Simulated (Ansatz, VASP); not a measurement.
**One calculation of SrO, two programs**

Contents of INCAR:

```
SYSTEM = SrO
PREC     = Accurate       ! precision mode
ENCUT    = 520            ! plane-wave cutoff, eV
EDIFF    = 1E-6           ! SCF threshold, eV
ISMEAR   = 0              ! smearing method
SIGMA    = 0.05           ! smearing width, eV
LREAL    = .False.        ! projectors in reciprocal space
LASPH    = .True.         ! aspherical terms in the spheres
NELM     = 60             ! most SCF steps
ALGO     = Normal         ! electronic algorithm
ISIF     = 2              ! what is computed and relaxed
LWAVE    = .False.        ! write WAVECAR
LCHARG   = .False.        ! write CHGCAR
GGA      = PE             ! functional
NBANDS   = 15             ! bands
```

File KPOINTS:

```
Automatic mesh
0
Gamma
  8 8 8
  0 0 0
```

The input POSCAR:

```
SrO
1.0
    0.0000000000      2.5698000000      2.5698000000
    2.5698000000      0.0000000000      2.5698000000
    2.5698000000      2.5698000000      0.0000000000
Sr O
1 1
Direct
   -0.0243209588     -0.0243209588      0.0243209588
    0.5000000000      0.5000000000      0.5000000000
```

Input for Ansatz:

```yaml
crystal:
  lattice:
    - [0.0, 2.5698, 2.5698]
    - [2.5698, 0.0, 2.5698]
    - [2.5698, 2.5698, 0.0]
  atoms:
    - { symbol: Sr, position: [-0.0243209588, -0.0243209588, 0.0243209588] }
    - { symbol: O, position: [0.5, 0.5, 0.5] }
basis:
  ecutwfc: 420
kpoints:
  mp_grid: { grid: [8, 8, 8] }
hamiltonian:
  xc: pbe
scf:
  occupations: { method: gaussian, width: 0.05 }
output:
  forces: true
  stress: true
  eigenvalues: true
```

Change from the starting cell: all Sr atoms moved +0.125 Å, as atom 1 towards its neighbour atom 2 (O) at 2.570 Å.

Alike in both runs: task single point; functional PBE; k mesh 8 × 8 × 8; occupations gaussian, width 0.05 eV; no spin polarisation.

|  | VASP | Ansatz |
| --- | --- | --- |
| version | VASP 6.6.1 | Ansatz 0.2.0 |
| potentials or method | VASP PAW PBE potentials, release 64 (Sr_sv, O), cutoff 520 eV | scalar-relativistic, plane waves, PAW |
| valence electrons in the cell | 16 | 16 |

Ansatz gave:

* gap on the k mesh at the Fermi level (eV): 3.35
* least direct gap on the mesh (eV): 3.40
* pressure (GPa): 3.3
* traceless stress, the component that is largest in VASP (GPa): 1.16
* rms of the force components (eV/Å): 0.176

Task: Which values does VASP return?

Result: gap on the k mesh at the Fermi level (eV): 3.30; least direct gap on the mesh (eV): 3.36; pressure (GPa): 3.9; traceless stress, the component that is largest in VASP (GPa): 1.23; rms of the force components (eV/Å): 0.188.

Atom by atom the forces differ by 0.012 eV/Å (rms over components).
